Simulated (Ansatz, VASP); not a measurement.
Two plane-wave programs on BP

```xyz
2
Lattice="0.0000 2.3598 2.2690 2.3598 0.0000 2.2690 2.3598 2.3598 0.0000" Properties=species:S:1:pos:R:3 pbc="T T T"
B     0.0000    0.0000    0.0000
P     3.5396    3.5396    3.4035
```

Change from the starting cell: strain +0.040 along x and y, +0.000 along z, atoms carried along.

Alike in both runs: task single point; functional r2SCAN; k mesh 10 × 10 × 10; occupations gaussian, width 0.05 eV; no spin polarisation.

```csv
,VASP,Ansatz
version,VASP 6.6.1,Ansatz 0.2.0
potentials or method,"VASP PAW PBE potentials, release 64 (B, P), cutoff 520 eV","scalar-relativistic, plane waves, PAW"
valence electrons in the cell,8,8
```

VASP gave:

```
gap on the k mesh at the Fermi level (eV)                     : 0.95
least direct gap on the mesh (eV)                             : 3.13
pressure (GPa)                                                : -12.0
traceless stress, the component that is largest in VASP (GPa) : 6.66
```

Task: What did Ansatz give for the same quantities?

Result: gap on the k mesh at the Fermi level (eV): 0.93; least direct gap on the mesh (eV): 3.09; pressure (GPa): -11.6; traceless stress, the component that is largest in VASP (GPa): 6.62.

VASP's potentials were made for PBE, not for r2SCAN.
